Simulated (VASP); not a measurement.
A run of VASP 6.6.1:

File INCAR:

```
  PREC = Accurate
  ENCUT = 600
  EDIFF = 1E-7
  ISMEAR = -1
  SIGMA = 0.1
  LREAL = F
  LASPH = T
  NELM = 100
  ALGO = Normal
  ISIF = 3
  LWAVE = F
  LCHARG = F
  GGA = PS
  IBRION = 2
  NSW = 100
  EDIFFG = -0.002
  PSTRESS = 10.0
```

KPOINTS

```
regular mesh
0
Gamma
  12 12 12
```

File POSCAR:

```
YIn
1.0
    3.7082130938      0.0000000000      0.0000000000
    0.0000000000      3.7082130938      0.0000000000
    0.0000000000      0.0000000000      3.7082130938
Y In
1 1
Direct
    0.5000000000      0.5000000000      0.5000000000
    0.0000000000      0.0000000000      0.0000000000
```

Potentials or basis: VASP PAW PBE potentials, release 64 (Y_sv, In_d).

Command:

```console
$ cat potpaw_PBE.64/Y_sv/POTCAR potpaw_PBE.64/In_d/POTCAR > POTCAR
$ mpirun -np 1 vasp_std > vasp.out
```

Hardware: 1 thread of Intel(R) Xeon(R) Platinum 8375C CPU @ 2.90GHz (Ice Lake), with other jobs on the host.

Q: Estimate the wall time of this run.

A: Wall time 4.4 min on 1 thread of Intel(R) Xeon(R) Platinum 8375C CPU @ 2.90GHz (Ice Lake) (shared host), peak memory 0.27 GiB. Counts: scf iterations 33, k points 84, ion steps 3.
